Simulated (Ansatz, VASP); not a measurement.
**Two plane-wave programs on CdSe**

File INCAR:

```
PREC     = Accurate       # precision mode
ENCUT    = 520            # plane-wave cutoff, eV
EDIFF    = 1E-8           # SCF threshold, eV
ISMEAR   = -1             # smearing method
SIGMA    = 0.03           # smearing width, eV
LREAL    = False          # projectors in reciprocal space
LASPH    = True           # aspherical terms in the spheres
NELM     = 100            # most SCF steps
ALGO     = Normal         # electronic algorithm
ISIF     = 2              # what is computed and relaxed
LWAVE    = False          # write WAVECAR
LCHARG   = False          # write CHGCAR
GGA      = CA             # functional
LEFG     = True         
NBANDS   = 16             # bands
```

File KPOINTS:

```
regular mesh
0
Gamma
  8 8 8
```

POSCAR

```
CdSe
1.0
    0.0000000000      3.0804715101      3.0804715101
    3.0804715101      0.0000000000      3.0804715101
    3.0804715101      3.0804715101      0.0000000000
Cd Se
1 1
Direct
    0.0000000000      0.0000000000      0.0000000000
    0.2500000000      0.2500000000      0.2500000000
```

Input for Ansatz:

```yaml
crystal:
  lattice:
    - [0.0, 3.0804715101, 3.0804715101]
    - [3.0804715101, 0.0, 3.0804715101]
    - [3.0804715101, 3.0804715101, 0.0]
  atoms:
    - { symbol: Cd, position: [0.0, 0.0, 0.0] }
    - { symbol: Se, position: [0.25, 0.25, 0.25] }
kpoints:
  mp_grid: { grid: [8, 8, 8] }
scf:
  occupations: { method: fermi_dirac, width: 0.03 }
hamiltonian:
  xc: lda
  pseudopotentials: { kind: paw }
output:
  forces: true
  stress: true
  eigenvalues: true
  efg: { contact_densities: true }
```

Change from the starting cell: volume scaled by 1.01, PAW files.

Alike in both runs: task electric field gradients; functional LDA; k mesh 8 × 8 × 8; occupations fermi-dirac, width 0.03 eV; no spin polarisation.

|  | VASP | Ansatz |
| --- | --- | --- |
| version | VASP 6.6.1 | Ansatz 0.2.0 |
| potentials or method | VASP PAW LDA potentials, release 64 (Cd, Se) | PAW with Ansatz's default frozen-core files, scalar-relativistic |
| plane-wave cutoff (eV) | 520 | 420 |
| valence electrons in the cell | 18 | 36 |

```tsv
	VASP	Ansatz	Ansatz less VASP
pressure (GPa)	-3.3	-3.7	-0.35
```

LDA's correlation is that of Perdew and Zunger in VASP and of Perdew and Wang (1992) in Ansatz. VASP's potentials hold 18 valence electrons a cell and Ansatz's 36, so a difference there can come from the potentials and not from the codes.
